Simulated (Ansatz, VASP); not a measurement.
**Two plane-wave programs on Al4Si**

```
CELL_PARAMETERS angstrom
2.81680 0.00000 0.00000
0.00000 3.98356 0.00000
0.00000 0.00000 21.63360
ATOMIC_POSITIONS crystal
Al 0.00000 0.00000 0.37493
Al 0.50000 0.50000 0.43522
Al 0.50000 0.50000 0.56478
Al 0.00000 0.00000 0.62507
Si 0.00000 0.00000 0.50000
```

Alike in both runs: task single point; functional LDA; k mesh 13 × 9 × 1; occupations fermi-dirac, width 0.05 eV; no spin polarisation.

|  | VASP | Ansatz |
| --- | --- | --- |
| version | VASP 6.6.1 | Ansatz 0.2.0 |
| potentials or method | VASP PAW LDA potentials, release 64 (Al, Si) | PAW with Ansatz's default frozen-core files, scalar-relativistic |
| plane-wave cutoff (eV) | 400 | 420 |
| valence electrons in the cell | 16 | 16 |

VASP gave:

```
rms of the force components (eV/Å) : 0.137
```

Question: What did Ansatz give for the same quantities?

Answer: rms of the force components (eV/Å): 0.138.

LDA's correlation is that of Perdew and Zunger in VASP and of Perdew and Wang (1992) in Ansatz.
